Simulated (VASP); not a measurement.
Input of a VASP 6.6.1 run:

Contents of POSCAR:

```
Au
1.0
    0.0000000000      2.0216928770      2.0216928770
    2.0216928770      0.0000000000      2.0216928770
    2.0216928770      2.0216928770      0.0000000000
Au
1
Direct
    0.0000000000      0.0000000000      0.0000000000
```

File INCAR.step1:

```
SYSTEM = Au
PREC = Accurate
ENCUT = 520
ISMEAR = -1
SIGMA = 0.1
LREAL = .False.
LASPH = .True.
NELM = 100
NBANDS = 12
GGA = PE
ALGO = Normal
EDIFF = 1E-4
LWAVE = .True.
LCHARG = .False.
```

The input INCAR.step2:

```
SYSTEM = Au
PREC = Accurate
ENCUT = 520
EDIFF = 1E-6
ISMEAR = -1
SIGMA = 0.1
LREAL = .False.
LASPH = .True.
NELM = 100
ALGO = Normal
ISIF = 2
LWAVE = .False.
LCHARG = .False.
METAGGA = R2SCAN
LMIXTAU = .True.
NBANDS = 12
ISTART = 1
```

File KPOINTS:

```
regular mesh
0
Gamma
  14 14 14
  0 0 0
```

Potentials or basis: VASP PAW PBE potentials, release 64 (Au).

The run is started by

```console
$ cat potpaw_PBE.64/Au/POTCAR > POTCAR
$ cp INCAR.step1 INCAR
$ mpirun -np 1 vasp_std > vasp.out
$ cp INCAR.step2 INCAR
$ mpirun -np 1 vasp_std > vasp.out
```

**Question.** Estimate the pressure.

**Answer.** 11.3 GPa.

Caveat: the PAW data sets were made with another functional, which shifts forces and pressure a little.
